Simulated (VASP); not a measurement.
The system is CdSe.

```
Cd Se
1.0
     4.01935    0.00000    0.00000
    -2.00968    3.48086    0.00000
     0.00000    0.00000    6.65873
Cd Se
2 2
Direct
  0.00000 0.00000 0.00000
  0.00000 0.00000 0.50000
  0.33333 0.66667 0.25000
  0.66667 0.33333 0.75000
```

Base run:

```yaml
Program: VASP 6.6.1
Functional: PBE
Potentials_or_basis: VASP PAW PBE potentials, release 64 (Cd, Se)
Cutoff: 520 eV
k_mesh: 6 × 6 × 4, shifted
Occupations: fermi-dirac, width 0.02 eV
Spin: no spin polarisation
```

Its results: band gap on the k mesh 0.55 eV, indirect (least direct gap 0.56 eV); pressure 2.1 GPa.

Q: The run is repeated on the same cell with these changes: k mesh from 6 × 6 × 4, shifted to 6 × 6 × 4; occupations from fermi-dirac, width 0.02 eV to tetrahedron. What comes out?

A: Band gap on the k mesh zero (band 18 reaches 2.46 eV, above the bottom of band 19 at 2.43 eV); pressure 2.2 GPa.

Caveats: tetrahedron occupations give inexact forces and stress in metals (some runs).

A k mesh can miss the band edges.
